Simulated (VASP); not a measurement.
# LiH (zincblende type) (F-43m) in VASP: notebook

Runs on LiH (zincblende type). Level: PBE. Tasks: electric field gradients.

Everything below comes from runs of VASP 6.6.1. Logs are shortened: lines on timing, memory, paths and dates and some standing lists are left out, and cuts for length are marked.

### Step 1. The cell of the first run

Symmetry: F-43m, No. 216, cubic system. Conventional cell: a = 4.290 Å, b = 4.290 Å, c = 4.290 Å, α = 90.00°, β = 90.00°, γ = 90.00°. Li (site symmetry -43m) has 4 H at 1.86 Å within 2.5 Å. H (site symmetry -43m) has 4 Li at 1.86 Å within 2.5 Å.

### Step 2. Electric field gradients, PBE

Input file INCAR:

```
SYSTEM = LiH
  PREC = Accurate
  ENCUT = 520
  EDIFF = 1E-8
  ISMEAR = -1
  SIGMA = 0.05
  LREAL = .False.
  LASPH = .True.
  NELM = 80
  ALGO = Normal
  ISIF = 2
  LWAVE = .False.
  LCHARG = .False.
  GGA = PE
  LEFG = .True.
  NBANDS = 9
```

Input file KPOINTS:

```
regular mesh
0
Gamma
  4 4 4
  0 0 0
```

Input file POSCAR:

```
LiH
1.0
    0.0000000000      2.1448522242      2.1448522242
    2.1448522242      0.0000000000      2.1448522242
    2.1448522242      2.1448522242      0.0000000000
Li H
1 1
Direct
    0.0000000000      0.0000000000      0.0000000000
    0.2500000000      0.2500000000      0.2500000000
```

Potentials or basis: VASP PAW PBE potentials, release 64 (Li_sv, H).

The run is started by

```console
$ cat potpaw_PBE.64/Li_sv/POTCAR potpaw_PBE.64/H/POTCAR > POTCAR
$ mpirun -np 1 vasp_std > vasp.out
```

OUTCAR:

```text
SYSTEM = LiH
   PREC = Accurate
   ENCUT = 520
   EDIFF = 1E-8
   ISMEAR = -1
   LREAL = .False.
   LASPH = .True.
   NELM = 80
   ISIF = 2
   GGA = PE

 ion  position               nearest neighbor table
   1  0.000  0.000  0.000-
   2  0.250  0.250  0.250-

  LATTYP: Found a face centered cubic cell.
 ALAT       =     4.2897044484

  Lattice vectors:

 A1 = (   0.0000000000,   2.1448522242,   2.1448522242)
 A2 = (   2.1448522242,   0.0000000000,   2.1448522242)
 A3 = (   2.1448522242,   2.1448522242,   0.0000000000)

Analysis of symmetry for initial positions (statically):
=====================================================================
 Subroutine PRICEL returns:
 Original cell was already a primitive cell.

 Routine SETGRP: Setting up the symmetry group for a
 face centered cubic supercell.

 Subroutine GETGRP returns: Found 24 space group operations
 (whereof 24 operations were pure point group operations)
 out of a pool of 48 trial point group operations.

The static configuration has the point symmetry T_d .

Analysis of symmetry for dynamics (positions and initial velocities):
=====================================================================
 Subroutine PRICEL returns:
 Original cell was already a primitive cell.

 Routine SETGRP: Setting up the symmetry group for a
 face centered cubic supercell.

 Subroutine GETGRP returns: Found 24 space group operations
 (whereof 24 operations were pure point group operations)
 out of a pool of 48 trial point group operations.

The dynamic configuration has the point symmetry T_d .

 Subroutine INISYM returns: Found 24 space group operations
 (whereof 24 operations are pure point group operations),
 and found     1 'primitive' translations

----------------------------------------------------------------------------------------

                                     Primitive cell

  volume of cell :      19.7343

  direct lattice vectors                    reciprocal lattice vectors
[... 111 lines left out ...]
  ---------------------------------------------------
  ext. energy  EPLUGINS =         0.00000000
  ---------------------------------------------------
  free energy    TOTEN  =        -6.03428931 eV

  energy without entropy =       -6.03428931  energy(sigma->0) =       -6.03428931

 E-fermi :  -0.5269     XC(G=0):  -7.6984

 val. band max:       -1.6521627678   @ k =  -0.2500   0.5000   0.2500
 cond. band min:       2.5514001038   @ k =   0.5000   0.0000   0.0000
 fundamental gap:      4.2035628717
 Fermi energy:        -0.5268540055

 k-point     1 :       0.0000    0.0000    0.0000
  band No.  band energies     occupation
      1     -45.0071      2.00000
      2      -5.3546      2.00000
      3      11.4080      0.00000
      4      15.6165      0.00000
      5      15.6166      0.00000
      6      15.6166      0.00000
      7      18.1823      0.00000
      8      18.1823      0.00000
      9      18.1823      0.00000
[... 73 lines left out ...]
 k-point     8 :      -0.2500    0.5000    0.2500
  band No.  band energies     occupation
      1     -44.9770      2.00000
      2      -1.6522      2.00000
      3       4.7028      0.00000
      4       5.2135      0.00000
      5       9.3507      0.00000
      6      16.3947      0.00000
      7      18.4389      0.00000
      8      19.8210      0.00000
      9      25.1915      0.00000

------------------------ aborting loop because EDIFF is reached ----------------------------------------

  FORCE on cell =-STRESS in cart. coord.  units (eV):
  Direction    XX          YY          ZZ          XY          YZ          ZX
  --------------------------------------------------------------------------------------
  -------------------------------------------------------------------------------------
  Total       -0.0323086     -0.0323086     -0.0323086     -0.0000000     -0.0000000      0.0000000
  in kB       -2.6230466     -2.6230466     -2.6230466     -0.0000000     -0.0000000      0.0000000
  external PRESSURE =      -2.6230466 kB  Pullay stress =       0.0000000 kB

 VOLUME and BASIS-vectors are now :
 -----------------------------------------------------------------------------
  energy-cutoff  :      520.00
  volume of cell :       19.73
      direct lattice vectors                 reciprocal lattice vectors
     0.000000000  2.144852224  2.144852224    -0.233116293  0.233116293  0.233116293
     2.144852224  0.000000000  2.144852224     0.233116293 -0.233116293  0.233116293
     2.144852224  2.144852224  0.000000000     0.233116293  0.233116293 -0.233116293

 POSITION                                       TOTAL-FORCE (eV/Angst)
 -----------------------------------------------------------------------------------
      0.00000      0.00000      0.00000        -0.000000     -0.000000     -0.000000
      1.07243      1.07243      1.07243         0.000000      0.000000      0.000000
 -----------------------------------------------------------------------------------
    total drift:                                0.000000      0.000000     -0.000000

  FREE ENERGIE OF THE ION-ELECTRON SYSTEM (eV)
  ---------------------------------------------------
  free  energy   TOTEN  =        -6.0342893070 eV

  energy  without entropy=       -6.0342893070  energy(sigma->0) =       -6.03428931

 Electric field gradients (V/A^2)
---------------------------------------------------------------------
 ion       V_xx      V_yy      V_zz      V_xy      V_xz      V_yz
---------------------------------------------------------------------
   1      -0.000     0.000     0.000    -0.002    -0.002    -0.002
   2      -0.000     0.000    -0.000     0.000     0.000     0.000
---------------------------------------------------------------------

 Electric field gradients after diagonalization (V/A^2)
 (convention: |V_zz| > |V_xx| > |V_yy|)
----------------------------------------------------------------------
 ion       V_xx      V_yy      V_zz     asymmetry (V_yy - V_xx)/ V_zz
----------------------------------------------------------------------
   1       0.002     0.002    -0.004       0.000
   2      -0.000    -0.000     0.001       0.000
----------------------------------------------------------------------

           NMR quadrupolar parameters

 Cq : quadrupolar parameter    Cq=e*Q*V_zz/h
 eta: asymmetry parameters     (V_yy - V_xx)/ V_zz
 Q  : nuclear electric quadrupole moment in mb (millibarn)
----------------------------------------------------------------------
 ion       Cq(MHz)       eta       Q (mb)
----------------------------------------------------------------------
   1      -0.000       0.000       1.000
   2       0.000       0.000       1.000
----------------------------------------------------------------------
```

OSZICAR:

```text
N       E                     dE             d eps       ncg     rms          rms(c)
DAV:   1     0.318890133851E+00    0.31889E+00   -0.17366E+03   152   0.440E+02
DAV:   2    -0.625586733489E+01   -0.65748E+01   -0.64996E+01   209   0.609E+01
DAV:   3    -0.637470730376E+01   -0.11884E+00   -0.11877E+00   154   0.685E+00
DAV:   4    -0.637569749815E+01   -0.99019E-03   -0.98998E-03   185   0.594E-01
DAV:   5    -0.637571892435E+01   -0.21426E-04   -0.21426E-04   169   0.512E-02    0.330E+00
DAV:   6    -0.610465940048E+01    0.27106E+00   -0.25439E-01   151   0.143E+00    0.161E+00
DAV:   7    -0.602900161309E+01    0.75658E-01   -0.28166E-01   152   0.171E+00    0.287E-01
DAV:   8    -0.603432554352E+01   -0.53239E-02   -0.11584E-02   165   0.556E-01    0.505E-02
DAV:   9    -0.603429082109E+01    0.34722E-04   -0.22222E-04   175   0.728E-02    0.969E-03
DAV:  10    -0.603429023311E+01    0.58798E-06   -0.10678E-05   167   0.225E-02    0.545E-03
DAV:  11    -0.603428960030E+01    0.63280E-06   -0.19587E-06   178   0.427E-03    0.818E-04
DAV:  12    -0.603428928350E+01    0.31680E-06   -0.46479E-08   164   0.157E-03    0.505E-04
DAV:  13    -0.603428929927E+01   -0.15769E-07   -0.80507E-09   159   0.473E-04    0.866E-05
DAV:  14    -0.603428930703E+01   -0.77561E-08   -0.38930E-10    96   0.983E-05
   1 F= -.60342893E+01 E0= -.60342893E+01  d E =-.370757E-10
```

It took 1.9 s on 1 thread of Intel Xeon Platinum 8488C (Sapphire Rapids), shared host; peak memory 0.12 GiB.

What came out:

* Free energy: -6.0343 eV
* Band gap on the k mesh: 4.20 eV, indirect (least direct gap 5.27 eV)

Caveat: the k points lie up to 0.63 Å⁻¹ apart; the cutoff is under 1.25 times the usual one of these potentials, so pressure, stress and relaxed cells hold a basis-set (Pulay) error; without QUAD_EFG the Cq values of the log hold for a quadrupole moment of 1 mb, not for the nuclei. PBE gaps usually lie below the measured ones, often by a third to a half.

### Step 3. Electric field gradients, PBE

Input file INCAR:

```
  ALGO = Normal
  EDIFF = 1E-8
  ENCUT = 520
  GGA = PE
  ISIF = 2
  ISMEAR = -1
  LASPH = True
  LCHARG = False
  LEFG = True
  LREAL = False
  LWAVE = False
  NBANDS = 9
  NELM = 60
  PREC = Accurate
  SIGMA = 0.05
```

Input file KPOINTS:

```
k-points
0
Gamma
  6 6 6
```

POSCAR is that of step 2.

Potentials or basis: VASP PAW PBE potentials, release 64 (Li_sv, H).

The run is started by

```console
$ cat potpaw_PBE.64/Li_sv/POTCAR potpaw_PBE.64/H/POTCAR > POTCAR
$ mpirun -np 1 vasp_std > vasp.out
```

OUTCAR:

```text
EDIFF = 1E-8
   ENCUT = 520
   GGA = PE
   ISIF = 2
   ISMEAR = -1
   LASPH = True
   LREAL = False
   NELM = 60
   PREC = Accurate

 ion  position               nearest neighbor table
   1  0.000  0.000  0.000-
   2  0.250  0.250  0.250-

  LATTYP: Found a face centered cubic cell.
 ALAT       =     4.2897044484

  Lattice vectors:

 A1 = (   0.0000000000,   2.1448522242,   2.1448522242)
 A2 = (   2.1448522242,   0.0000000000,   2.1448522242)
 A3 = (   2.1448522242,   2.1448522242,   0.0000000000)

[... 389 lines left out ...]

  FREE ENERGIE OF THE ION-ELECTRON SYSTEM (eV)
  ---------------------------------------------------
  free  energy   TOTEN  =        -6.0305358644 eV

  energy  without entropy=       -6.0305358644  energy(sigma->0) =       -6.03053586

 Electric field gradients (V/A^2)
---------------------------------------------------------------------
 ion       V_xx      V_yy      V_zz      V_xy      V_xz      V_yz
---------------------------------------------------------------------
   1       0.000     0.000     0.000    -0.002    -0.002    -0.002
   2       0.000    -0.000    -0.000     0.000     0.000     0.000
---------------------------------------------------------------------

 Electric field gradients after diagonalization (V/A^2)
 (convention: |V_zz| > |V_xx| > |V_yy|)
----------------------------------------------------------------------
 ion       V_xx      V_yy      V_zz     asymmetry (V_yy - V_xx)/ V_zz
----------------------------------------------------------------------
   1       0.002     0.002    -0.004       0.000
   2      -0.000    -0.000     0.001       0.000
----------------------------------------------------------------------

           NMR quadrupolar parameters

 Cq : quadrupolar parameter    Cq=e*Q*V_zz/h
 eta: asymmetry parameters     (V_yy - V_xx)/ V_zz
 Q  : nuclear electric quadrupole moment in mb (millibarn)
----------------------------------------------------------------------
 ion       Cq(MHz)       eta       Q (mb)
----------------------------------------------------------------------
   1      -0.000       0.000       1.000
   2       0.000       0.000       1.000
----------------------------------------------------------------------
```

OSZICAR:

```text
N       E                     dE             d eps       ncg     rms          rms(c)
DAV:   1    -0.117276215041E+01   -0.11728E+01   -0.14574E+03   288   0.384E+02
DAV:   2    -0.628914355123E+01   -0.51164E+01   -0.50952E+01   416   0.580E+01
DAV:   3    -0.637286201110E+01   -0.83718E-01   -0.83698E-01   331   0.660E+00
DAV:   4    -0.637386110444E+01   -0.99909E-03   -0.99896E-03   379   0.627E-01
DAV:   5    -0.637387419696E+01   -0.13093E-04   -0.13092E-04   339   0.561E-02    0.331E+00
DAV:   6    -0.610146164349E+01    0.27241E+00   -0.26360E-01   304   0.143E+00    0.161E+00
DAV:   7    -0.602519269141E+01    0.76269E-01   -0.29605E-01   324   0.171E+00    0.290E-01
DAV:   8    -0.603057216571E+01   -0.53795E-02   -0.11169E-02   340   0.527E-01    0.513E-02
DAV:   9    -0.603053619488E+01    0.35971E-04   -0.23027E-04   361   0.684E-02    0.854E-03
DAV:  10    -0.603053639398E+01   -0.19909E-06   -0.11142E-05   343   0.229E-02    0.493E-03
DAV:  11    -0.603053591660E+01    0.47738E-06   -0.14863E-06   399   0.350E-03    0.617E-04
DAV:  12    -0.603053589709E+01    0.19504E-07   -0.29744E-08   314   0.122E-03    0.334E-04
DAV:  13    -0.603053586464E+01    0.32451E-07   -0.47970E-09   312   0.384E-04    0.704E-05
DAV:  14    -0.603053586439E+01    0.24968E-09   -0.39465E-10   163   0.106E-04
   1 F= -.60305359E+01 E0= -.60305359E+01  d E =-.400533E-11
```

It took 2.6 s on 1 thread of Intel Xeon Platinum 8488C (Sapphire Rapids), shared host; peak memory 0.13 GiB.

Results:

```
Free energy            : -6.0305 eV
Band gap on the k mesh : 4.30 eV, indirect (least direct gap 5.27 eV)
```

Levels at points of the mesh, in eV from the valence-band top:
```
           k point  band 1  band 2  band 3  band 4  band 5  band 6
(0.00, 0.00, 0.00)  -43.26   -3.61   13.16   17.36   17.36   17.36
(0.50, 0.00, 0.00)  -43.24   -0.97    4.30   15.15   15.15   16.15
(0.50, 0.50, 0.00)  -43.23   -0.26    7.28   10.05   10.82   10.82
```

Caveat: the k points lie up to 0.42 Å⁻¹ apart; the cutoff is under 1.25 times the usual one of these potentials, so pressure, stress and relaxed cells hold a basis-set (Pulay) error; without QUAD_EFG the Cq values of the log hold for a quadrupole moment of 1 mb, not for the nuclei. PBE gaps usually lie below the measured ones, often by a third to a half.

(Part 1 of 2 ends here.)
